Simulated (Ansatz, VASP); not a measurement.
# One calculation of MgGeSb2, two programs

The input POSCAR:

```
MgGeSb2
1.0
    4.4024110354      0.0000000000      0.0000000000
    0.0000000000      4.4024110354      0.0000000000
    0.0000000000      0.0000000000      6.4951828979
Mg Sb Ge
1 2 1
Direct
    0.0000000000      0.0000000000      0.0000000000
    0.0000000000      0.5000000000      0.2607511150
    0.5000000000      0.0000000000      0.7392488850
    0.5000000000      0.5000000000      0.5000000000
```

INCAR.step1

```
ALGO = Normal
EDIFF = 1E-4
ENCUT = 520
GGA = PE
ISMEAR = -1
LASPH = True
LCHARG = False
LREAL = False
LWAVE = True
NBANDS = 21
NELM = 60
PREC = Accurate
SIGMA = 0.02
```

Contents of INCAR.step2:

```
ALGO = Normal
EDIFF = 1E-6
ENCUT = 520
ISIF = 2
ISMEAR = -1
ISTART = 1
LASPH = True
LCHARG = False
LMIXTAU = True
LREAL = False
LWAVE = False
METAGGA = R2SCAN
NBANDS = 21
NELM = 60
PREC = Accurate
SIGMA = 0.02
```

KPOINTS

```
k-points
0
Gamma
  6 6 4
```

Input for Ansatz:

```yaml
crystal:
  lattice:
    - [4.4024110354, 0.0, 0.0]
    - [0.0, 4.4024110354, 0.0]
    - [0.0, 0.0, 6.4951828979]
  atoms:
    - { symbol: Mg, position: [0.0, 0.0, 0.0] }
    - { symbol: Sb, position: [0.0, 0.5, 0.260751115] }
    - { symbol: Ge, position: [0.5, 0.5, 0.5] }
    - { symbol: Sb, position: [0.5, 0.0, 0.739248885] }
kpoints:
  mp_grid: { grid: [6, 6, 4] }
  band_path:
    path:
      - [0.0, 0.0, 0.0]
      - [0.0, 0.5, 0.0]
      - [0.5, 0.5, 0.0]
      - [0.0, 0.0, 0.5]
      - [0.0, 0.5, 0.5]
      - [0.5, 0.5, 0.5]
      - [0.05, 0.5, 0.5]
    npoints: 1
hamiltonian:
  xc: r2scan
scf:
  occupations: { method: fermi_dirac, width: 0.02 }
  n_extra_bands: 5
output:
  forces: true
  stress: true
  eigenvalues: true
```

Alike in both runs: task single point; functional r2SCAN; k mesh 6 × 6 × 4; occupations fermi-dirac, width 0.02 eV; no spin polarisation.

```csv
,VASP,Ansatz
version,VASP 6.6.1,Ansatz 0.2.0
potentials or method,"VASP PAW PBE potentials, release 64 (Mg, Sb, Ge_d)","plane waves, PAW"
plane-wave cutoff (eV),520,500
valence electrons in the cell,26,54
```

Ansatz gave:

| Quantity | Value |
| --- | --- |
| pressure (GPa) | 0.0 |
| rms of the force components (eV/Å) | 0.000 |

Which values does VASP return?

Pressure (GPa): 0.1; rms of the force components (eV/Å): 0.011.

VASP's potentials were made for PBE, not for r2SCAN. VASP's potentials hold 26 valence electrons a cell and Ansatz's 54, so a difference there can come from the potentials and not from the codes.

Neither program's run includes spin-orbit coupling.
